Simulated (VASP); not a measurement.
Here is a VASP 6.6.1 calculation.

INCAR

```
PREC     = Accurate       # precision mode
ENCUT    = 520            # plane-wave cutoff, eV
EDIFF    = 1E-6           # SCF threshold, eV
ISMEAR   = -1             # smearing method
SIGMA    = 0.1            # smearing width, eV
LREAL    = False          # projectors in reciprocal space
LASPH    = True           # aspherical terms in the spheres
NELM     = 100            # most SCF steps
ALGO     = Normal         # electronic algorithm
ISIF     = 2              # what is computed and relaxed
LWAVE    = False          # write WAVECAR
LCHARG   = False          # write CHGCAR
NBANDS   = 14             # bands
```

The input KPOINTS:

```
Automatic mesh
0
Gamma
  9 9 9
```

The input POSCAR:

```
AlAu
1.0
    3.2239420000      0.0000000000      0.0000000000
    0.0000000000      3.2239420000      0.0000000000
    0.0000000000      0.0000000000      3.2239420000
Al Au
1 1
Direct
    0.0000000000      0.0000000000      0.0000000000
    0.5000000000      0.5000000000      0.5000000000
```

Potentials or basis: VASP PAW LDA potentials, release 64 (Al, Au).

Run with:

```sh
$ cat potpaw_LDA.64/Al/POTCAR potpaw_LDA.64/Au/POTCAR > POTCAR
$ mpirun -np 1 vasp_std > vasp.out
```

(1) What does it give for the pressure?

(2) What does it give for the band gap on the k mesh?

## Answers

(1) -7.7 GPa.

(2) zero (band 7 reaches 12.17 eV, above the bottom of band 8 at 8.54 eV).

Caveat: spin-orbit coupling is left out, which moves the levels of the heavy elements.
